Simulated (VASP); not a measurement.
HfO3:

```
Hf O
1.0
     4.77599    0.00000    0.00000
     0.00000    4.77599    0.00000
     0.00000    0.00000    4.77599
Hf O
2 6
Direct
  0.00000 0.00000 0.00000
  0.50000 0.50000 0.50000
  0.25000 0.00000 0.50000
  0.75000 0.00000 0.50000
  0.50000 0.25000 0.00000
  0.50000 0.75000 0.00000
  0.00000 0.50000 0.25000
  0.00000 0.50000 0.75000
```

```yaml
Program: VASP 6.6.1
Task: relaxation of cell and atoms
Functional: PBE
Potentials_or_basis: VASP PAW PBE potentials, release 64 (Hf_pv, O)
Cutoff: 600 eV
k_mesh: 4 × 4 × 4
Occupations: gaussian, width 0.1 eV
Spin: no spin polarisation
```

At the start: pressure -45.5 GPa; volume 13.62 Å³/atom.

Question: How do energy, volume and symmetry change on relaxing?

Answer: Over 4 steps the energy falls by 1031.1 meV/atom and the volume is 8.74 Å³/atom (-35.8 %); space group Pm-3n (No. 223, to 0.05 Å).

The path:
```tsv
step	energy change (eV)	largest force (eV/Å)	pressure (GPa)	volume (Å³)
1	0.0000	0.0000	-45.54	108.94
2	-6.0816	0.0000	71.05	58.60
3	-8.2449	0.0000	-2.14	70.60
4	-8.2485	0.0000	0.38	69.94
```

Final structure:
```
Hf O
1.0
     4.12012    0.00000    0.00000
     0.00000    4.12012    0.00000
     0.00000    0.00000    4.12012
Hf O
2 6
Direct
  0.00000 0.00000 0.00000
  0.50000 0.50000 0.50000
  0.25000 0.00000 0.50000
  0.75000 0.00000 0.50000
  0.50000 0.25000 0.00000
  0.50000 0.75000 0.00000
  0.00000 0.50000 0.25000
  0.00000 0.50000 0.75000
```

Caveat: the volume moved by over 15 % at a fixed basis, so the end points are rough.
